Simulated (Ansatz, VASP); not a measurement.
**C in VASP and in Ansatz**

The input INCAR:

```
PREC     = Accurate       # precision mode
ENCUT    = 520            # plane-wave cutoff, eV
EDIFF    = 1E-6           # SCF threshold, eV
ISMEAR   = 0              # smearing method
SIGMA    = 0.04           # smearing width, eV
LREAL    = F              # projectors in reciprocal space
LASPH    = T              # aspherical terms in the spheres
NELM     = 120            # most SCF steps
ALGO     = Normal         # electronic algorithm
ISIF     = 2              # what is computed and relaxed
LWAVE    = F              # write WAVECAR
LCHARG   = F              # write CHGCAR
LDIPOL   = T            
IDIPOL   = 3            
DIPOL    = 0.5 0.5 0.630
GGA      = PS             # functional
IVDW     = 13             # dispersion correction
NBANDS   = 26             # bands
GGA_COMPAT= F            
NELMDL   = -8
```

The input KPOINTS:

```
regular mesh
0
Gamma
  9 9 1
```

POSCAR

```
C
1.0
   -0.0000000288      5.0040578676      0.0000000000
   -4.3336412209     -2.5020289587      0.0000000000
    0.0000000000      0.0000000000     21.4827010956
C
8
Direct
    0.8340797608      0.3347485775      0.6284792547
    0.8340021501      0.8325869059      0.6284792547
    0.3333333333      0.3333333333      0.6332520786
    0.3319180892      0.8326645166      0.6284792547
    0.0014152442      0.1674130941      0.6284792547
    0.0000000000      0.6666666667      0.6332520786
    0.4992535726      0.1673354834      0.6284792547
    0.4993311833      0.6652514225      0.6284792547
```

Input for Ansatz:

```yaml
crystal:
  lattice:
    - [-2.88e-08, 5.0040578676, 0.0]
    - [-4.3336412209, -2.5020289587, 0.0]
    - [0.0, 0.0, 21.4827010956]
  atoms:
    - { symbol: C, position: [0.8340797608, 0.3347485775, 0.6284792547] }
    - { symbol: C, position: [0.8340021501, 0.8325869059, 0.6284792547] }
    - { symbol: C, position: [0.3333333333, 0.3333333333, 0.6332520786] }
    - { symbol: C, position: [0.3319180892, 0.8326645166, 0.6284792547] }
    - { symbol: C, position: [0.0014152442, 0.1674130941, 0.6284792547] }
    - { symbol: C, position: [0.0, 0.6666666667, 0.6332520786] }
    - { symbol: C, position: [0.4992535726, 0.1673354834, 0.6284792547] }
    - { symbol: C, position: [0.4993311833, 0.6652514225, 0.6284792547] }
basis:
  ecutwfc: 420
kpoints:
  mp_grid: { grid: [9, 9, 1] }
hamiltonian:
  xc: pbesol
  dispersion: d4
  pseudopotentials: { kind: paw, azcp: { folder: soft_1 } }
scf:
  occupations: { method: gaussian, width: 0.04 }
  n_extra_bands: 8
  max_iter: 160
output:
  forces: true
  eigenvalues: true
  write_density: true
  write_potential: true
  elf: true
  volumetric_format: npy
efield:
  axis: 3
  dipole_correction: true
```

Alike in both runs: task single point; functional PBEsol; dispersion D4; k mesh 9 × 9 × 1; occupations gaussian, width 0.04 eV; no spin polarisation.

|  | VASP | Ansatz |
| --- | --- | --- |
| version | VASP 6.6.1 | Ansatz 0.2.0 |
| potentials or method | VASP PAW PBE potentials, release 64 (C), cutoff 520 eV | scalar-relativistic, plane waves, PAW |
| valence electrons in the cell | 32 | 32 |

Ansatz gave:

```
gap on the k mesh at the Fermi level (eV) : none
rms of the force components (eV/Å)        : 0.511
```

**Question.** What did VASP give for the same quantities?

**Answer.** gap on the k mesh at the Fermi level (eV): none; rms of the force components (eV/Å): 0.508.

VASP's potentials were made for PBE, not for PBEsol, and Ansatz warns of the same on its side. Atom by atom the forces differ by 0.004 eV/Å (rms over components). A gap of «none» marks a metal or a gap that the smearing closes. Ansatz's warnings: xc potential rough in thin density.
